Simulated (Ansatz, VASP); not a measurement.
# Two plane-wave programs on AgF

```xyz
2
Lattice="3.1221 0.0000 0.0000 0.0000 4.1429 0.0000 0.0000 0.0000 23.8000" Properties=species:S:1:pos:R:3 pbc="T T T"
Ag    0.0000    2.0714    7.0000
F     0.0000    0.0000    7.0000
```

Alike in both runs: functional PBE; k mesh 10 × 8 × 1; occupations gaussian, width 0.02 eV; no spin polarisation.

Ansatz relaxed the structure, and its values are those at the end. VASP's run is a single point on that final structure, the one shown.

|  | VASP | Ansatz |
| --- | --- | --- |
| version | VASP 6.6.1 | Ansatz 0.2.0 |
| potentials or method | VASP PAW PBE potentials, release 64 (Ag, F), cutoff 520 eV | scalar-relativistic, plane waves, PAW |
| valence electrons in the cell | 18 | 26 |

|  | VASP | Ansatz | Ansatz less VASP |
| --- | --- | --- | --- |
| gap on the k mesh at the Fermi level (eV) | 0.95 | 0.94 | -0.006 |
| least direct gap on the mesh (eV) | 3.20 | 3.19 | -0.016 |

VASP's potentials hold 18 valence electrons a cell and Ansatz's 26, so a difference there can come from the potentials and not from the codes.
